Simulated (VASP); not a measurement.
# CdS (wurtzite type) (P6_3mc) in VASP: single point with PBE

Aim: the single point of CdS (wurtzite type) with PBE.

Everything below comes from runs of VASP 6.6.1. Logs are shortened: lines on timing, memory, paths and dates and some standing lists are left out, and cuts for length are marked.

## (1) The cell of the first run

Symmetry: P6_3mc, No. 186, hexagonal system. The conventional cell has a = 3.566 Å, b = 3.566 Å, c = 6.831 Å, α = 90.00°, β = 90.00°, γ = 120.00°. Within 3.0 Å of Cd (site symmetry 3m) lie 4 S at 2.28 to 2.35 Å. S (site symmetry 3m) has 4 Cd at 2.28 to 2.35 Å within 3.0 Å.

## (2) Single point, PBE

File INCAR:

```
PREC = Accurate
ENCUT = 630
EDIFF = 1E-6
ISMEAR = -1
SIGMA = 0.08
LREAL = False
LASPH = True
NELM = 120
ALGO = Normal
ISIF = 2
LWAVE = False
LCHARG = False
GGA = PE
NBANDS = 34
GGA_COMPAT = False
```

File KPOINTS:

```
regular mesh
0
Gamma
  10 10 5
```

File POSCAR:

```
CdS
1.0
    3.5656217672      0.0000000000      0.0000000000
   -1.7828108836      3.0879190307      0.0000000000
    0.0000000000      0.0000000000      6.8308159173
Cd S
2 2
Direct
    0.3333333333      0.6666666667      0.0213434277
    0.6666666667      0.3333333333      0.5213434277
    0.3333333333      0.6666666667      0.3546565723
    0.6666666667      0.3333333333      0.8546565723
```

Potentials or basis: VASP PAW PBE potentials, release 64 (Cd_sv_GW, S).

Launch:

```console
> cat potpaw_PBE.64/Cd_sv_GW/POTCAR potpaw_PBE.64/S/POTCAR > POTCAR
> mpirun -np 1 vasp_std > vasp.out
```

OUTCAR:

```text
PREC = Accurate
   ENCUT = 630
   EDIFF = 1E-6
   ISMEAR = -1
   LREAL = False
   LASPH = True
   NELM = 120
   ISIF = 2
   GGA = PE

 ion  position               nearest neighbor table
   1  0.333  0.667  0.021-   3 2.28   4 2.35   4 2.35   4 2.35
   2  0.667  0.333  0.521-   4 2.28   3 2.35   3 2.35   3 2.35
   3  0.333  0.667  0.355-   1 2.28   2 2.35   2 2.35   2 2.35
   4  0.667  0.333  0.855-   2 2.28   1 2.35   1 2.35   1 2.35

  LATTYP: Found a hexagonal cell.
 ALAT       =     3.5656217672
 C/A-ratio  =     1.9157432738

  Lattice vectors:

 A1 = (   3.5656217672,   0.0000000000,   0.0000000000)
 A2 = (  -1.7828108836,   3.0879190307,   0.0000000000)
 A3 = (   0.0000000000,   0.0000000000,   6.8308159173)

Analysis of symmetry for initial positions (statically):
=====================================================================
 Subroutine PRICEL returns:
 Original cell was already a primitive cell.

 Routine SETGRP: Setting up the symmetry group for a
 hexagonal supercell.

 Subroutine GETGRP returns: Found 12 space group operations
 (whereof  6 operations were pure point group operations)
 out of a pool of 24 trial point group operations.

The static configuration has the point symmetry C_3v.
 The point group associated with its full space group is C_6v.

Analysis of symmetry for dynamics (positions and initial velocities):
=====================================================================
 Subroutine PRICEL returns:
 Original cell was already a primitive cell.

 Routine SETGRP: Setting up the symmetry group for a
 hexagonal supercell.

 Subroutine GETGRP returns: Found 12 space group operations
 (whereof  6 operations were pure point group operations)
 out of a pool of 24 trial point group operations.

The dynamic configuration has the point symmetry C_3v.
 The point group associated with its full space group is C_6v.

 Subroutine INISYM returns: Found 12 space group operations
 (whereof  6 operations are pure point group operations),
 and found     1 'primitive' translations

----------------------------------------------------------------------------------------

                                     Primitive cell

  volume of cell :      75.2097

  direct lattice vectors                    reciprocal lattice vectors
     3.565621767  0.000000000  0.000000000     0.280455995  0.161921344  0.000000000
    -1.782810884  3.087919031  0.000000000     0.000000000  0.323842688  0.000000000
     0.000000000  0.000000000  6.830815917     0.000000000  0.000000000  0.146395396

  length of vectors
     3.565621767  3.565621767  6.830815917     0.323842688  0.323842688  0.146395396

  position of ions in fractional coordinates (direct lattice)
     0.333333333  0.666666667  0.021343428
     0.666666667  0.333333333  0.521343428
     0.333333333  0.666666667  0.354656572
     0.666666667  0.333333333  0.854656572

  ion indices of the primitive-cell ions
   primitive index   ion index
                 1           1
                 2           2
                 3           3
                 4           4

----------------------------------------------------------------------------------------

 KPOINTS: regular mesh

Automatic generation of k-mesh.
 Grid dimensions read from file:
 generate k-points for:   10   10    5

 Generating k-lattice:

  Cartesian coordinates                     Fractional coordinates (reciprocal lattice)
     0.028045599  0.016192134  0.000000000     0.100000000 -0.000000000  0.000000000
     0.000000000  0.032384269  0.000000000     0.000000000  0.100000000  0.000000000
     0.000000000  0.000000000  0.029279079     0.000000000  0.000000000  0.200000000

  Length of vectors
     0.032384269  0.032384269  0.029279079

  Shift w.r.t. Gamma in fractional coordinates (k-lattice)
     0.000000000  0.000000000  0.000000000

 Subroutine IBZKPT returns following result:
 ===========================================

 Found     42 irreducible k-points:

 Following reciprocal coordinates:
            Coordinates               Weight
  0.000000  0.000000  0.000000      1.000000
  0.100000  0.000000  0.000000      6.000000
  0.200000  0.000000  0.000000      6.000000
  0.300000  0.000000  0.000000      6.000000
  0.400000 -0.000000  0.000000      6.000000
  0.500000  0.000000  0.000000      3.000000
[... 16 lines left out ...]
  0.300000  0.100000  0.200000     24.000000
  0.400000  0.100000  0.200000     24.000000
 [... further k-points ...]
   k-points           NKPTS =     42   k-points in BZ     NKDIM =     42   number of bands    NBANDS=     34
   number of dos      NEDOS =    301   number of ions     NIONS =      4
   total plane-waves  NPLWV =  50400
   dimension x,y,z NGX =    30 NGY =   30 NGZ =   56
   dimension x,y,z NGXF=    60 NGYF=   60 NGZF=  112
   ions per type =               2   2
   NGX,Y,Z   is equivalent  to a cutoff of  13.99, 13.99, 13.63 a.u.
   NGXF,Y,Z  is equivalent  to a cutoff of  27.97, 27.97, 27.26 a.u.
 SYSTEM =  unknown system
   PREC   = accura    normal or accurate (medium, high low for compatibility)
   ISTART =      0    job   : 0-new  1-cont  2-samecut
   ICHARG =      2    charge: 1-file 2-atom 10-const
   ISPIN  =      1    spin polarized calculation?
   LNONCOLLINEAR =      F non collinear calculations
   LSORBIT =      F    spin-orbit coupling
   LASPH  =      T    aspherical Exc in radial PAW
   ENCUT  =  630.0 eV  46.30 Ry    6.80 a.u.   7.30  7.30 13.98*2*pi/ulx,y,z
   NELM   =    120;   NELMIN=  2; NELMDL= -5     # of ELM steps
   EDIFF  = 0.1E-05   stopping-criterion for ELM
   LREAL  =      F    real-space projection
   EDIFFG = 0.1E-04   stopping-criterion for IOM
   NSW    =      0    number of steps for IOM
   IBRION =     -1    ionic relax: 0-MD 1-quasi-New 2-CG
   NFREE  =      0    steps in history (QN), initial steepest desc. (CG)
   ISIF   =      2    stress and relaxation
   ISYM   =      2    0-nonsym 1-usesym 2-fastsym
   POTIM  = 0.5000    time-step for ionic-motion
   TEBEG  =    0.0;   TEEND  =   0.0 temperature during run
   PSTRESS=    0.0 pullay stress
   NELECT =      52.0000    total number of electrons
   NUPDOWN=      -1.0000    fix difference up-down
   EMIN   =  10.00;   EMAX   =-10.00  energy-range for DOS
   EFERMI =   0.00;   METHOD = LEGACY
   ISMEAR =    -1;   SIGMA  =   0.08  broadening in eV -4-tet -1-fermi 0-gaus
   EFERMI_NEDOS =   21; number of points for ismear=-14 and -15
   IALGO  =     38    algorithm
   IMIX   =      4    mixing-type and parameters
     AMIX     =   0.40;   BMIX     =  1.00
     AMIX_MAG =   1.60;   BMIX_MAG =  1.00
  volume/ion in A,a.u.               =      18.80       126.88
  Fermi-wavevector in a.u.,A,eV,Ry     =   1.447609  2.735585 28.511997  2.095573
  Thomas-Fermi vector in A             =   2.565545
   LORBIT       =      0    0 simple, 1 ext, 2 COOP (PROOUT), +10 PAW based schemes
   GGA     = PE    functional components
   LHFCALC =     F    Hartree Fock is set to
   AEXX    =    0.0000 exact exchange contribution
   IVDW    =     0    specifies the selected vdW correction
   LEPSILON=     F    determine dielectric tensor
   LRPA    =     F    only Hartree local field effects (RPA)
 non-spin polarized calculation
  energy-cutoff  :      630.00
  volume of cell :       75.21
 maximum number of plane-waves:      2752
 NGX is ok and might be reduce to    30
   NGX = 15   NGY = 15   NGZ = 27

 number of electron      52.0000015 magnetization

 Free energy of the ion-electron system (eV)
  ---------------------------------------------------
  ext. energy  EPLUGINS =         0.00000000
  ---------------------------------------------------
  free energy    TOTEN  =       -10.10286379 eV

  energy without entropy =      -10.10283656  energy(sigma->0) =      -10.10285017

 E-fermi :   6.9775     XC(G=0): -10.7229

 val. band max:        6.4114885637   @ k =   0.0000   0.0000   0.0000
 cond. band min:       7.3947143462   @ k =   0.0000   0.0000   0.0000
 fundamental gap:      0.9832257825
 Fermi energy:         6.9774717161

 k-point     1 :       0.0000    0.0000    0.0000
  band No.  band energies     occupation
      1     -96.1175      2.00000
      2     -96.1174      2.00000
      3     -57.1954      2.00000
      4     -57.1937      2.00000
      5     -57.1834      2.00000
      6     -57.1834      2.00000
[... 26 lines left out ...]
     33      14.5597      0.00000
     34      14.5597      0.00000

 k-point     2 :       0.1000    0.0000    0.0000
  band No.  band energies     occupation
      1     -96.1175      2.00000
      2     -96.1174      2.00000
      3     -57.1953      2.00000
      4     -57.1937      2.00000
      5     -57.1838      2.00000
      6     -57.1836      2.00000
[... 26 lines left out ...]
     33      14.1946      0.00000
     34      14.8323      0.00000

 k-point     3 :       0.2000    0.0000    0.0000
  band No.  band energies     occupation
      1     -96.1174      2.00000
      2     -96.1174      2.00000
      3     -57.1951      2.00000
      4     -57.1937      2.00000
      5     -57.1850      2.00000
      6     -57.1849      2.00000
[... 26 lines left out ...]
     33      14.1232      0.00000
     34      14.8722      0.00000

 k-point     4 :       0.3000    0.0000    0.0000
  band No.  band energies     occupation
      1     -96.1173      2.00000
      2     -96.1173      2.00000
      3     -57.1948      2.00000
      4     -57.1937      2.00000
      5     -57.1865      2.00000
      6     -57.1864      2.00000
[... 26 lines left out ...]
     33      14.6934      0.00000
     34      16.1597      0.00000

 k-point     5 :       0.4000   -0.0000    0.0000
  band No.  band energies     occupation
      1     -96.1173      2.00000
      2     -96.1173      2.00000
      3     -57.1945      2.00000
      4     -57.1938      2.00000
      5     -57.1878      2.00000
      6     -57.1877      2.00000
[... 621 lines left out ...]
 k-point    22 :       0.2000    0.1000    0.2000
  band No.  band energies     occupation
      1     -96.1174      2.00000
      2     -96.1173      2.00000
      3     -57.1948      2.00000
      4     -57.1938      2.00000
      5     -57.1859      2.00000
      6     -57.1858      2.00000
[... 26 lines left out ...]
     33      14.1125      0.00000
     34      14.7063      0.00000

 k-point    23 :       0.3000    0.1000    0.2000
  band No.  band energies     occupation
      1     -96.1173      2.00000
      2     -96.1173      2.00000
      3     -57.1945      2.00000
      4     -57.1938      2.00000
      5     -57.1872      2.00000
      6     -57.1871      2.00000
[... 26 lines left out ...]
     33      14.7411      0.00000
     34      15.8695      0.00000

 k-point    24 :       0.4000    0.1000    0.2000
  band No.  band energies     occupation
      1     -96.1173      2.00000
      2     -96.1173      2.00000
      3     -57.1943      2.00000
      4     -57.1939      2.00000
      5     -57.1880      2.00000
      6     -57.1879      2.00000
[... 26 lines left out ...]
     33      14.6865      0.00000
     34      15.9882      0.00000

 [... further k-points ...]
[... 5 lines left out ...]
  --------------------------------------------------------------------------------------
  -------------------------------------------------------------------------------------
  Total       14.9098085     14.9098085     14.9218912      0.0000000      0.0000000     -0.0000000
  in kB      317.6207677    317.6207677    317.8781626      0.0000000      0.0000000     -0.0000000
  external PRESSURE =     317.7065660 kB  Pullay stress =       0.0000000 kB

 VOLUME and BASIS-vectors are now :
 -----------------------------------------------------------------------------
  energy-cutoff  :      630.00
  volume of cell :       75.21
      direct lattice vectors                 reciprocal lattice vectors
     3.565621767  0.000000000  0.000000000     0.280455995  0.161921344  0.000000000
    -1.782810884  3.087919031  0.000000000     0.000000000  0.323842688  0.000000000
     0.000000000  0.000000000  6.830815917     0.000000000  0.000000000  0.146395396

 POSITION                                       TOTAL-FORCE (eV/Angst)
 -----------------------------------------------------------------------------------
     -0.00000      2.05861      0.14579        -0.000000      0.000000     -0.000018
      1.78281      1.02931      3.56120         0.000000     -0.000000     -0.000018
     -0.00000      2.05861      2.42259         0.000000      0.000000      0.000018
      1.78281      1.02931      5.83800         0.000000      0.000000      0.000018
 -----------------------------------------------------------------------------------
    total drift:                               -0.000001      0.000000     -0.017500

  FREE ENERGIE OF THE ION-ELECTRON SYSTEM (eV)
  ---------------------------------------------------
  free  energy   TOTEN  =       -10.1028637886 eV

  energy  without entropy=      -10.1028365591  energy(sigma->0) =      -10.10285017
```

It took 2.4 min on 1 thread of Intel Xeon Platinum 8259CL at 2.50GHz (Skylake/Cascade Lake), shared host; peak memory 0.3 GiB.

Results:

```yaml
Free_energy: -10.1029 eV
Pressure: 31.8 GPa
Band_gap_on_the_k_mesh: 0.98 eV
```

Caveat: the cell stands under pressure. A k mesh can miss the band edges.
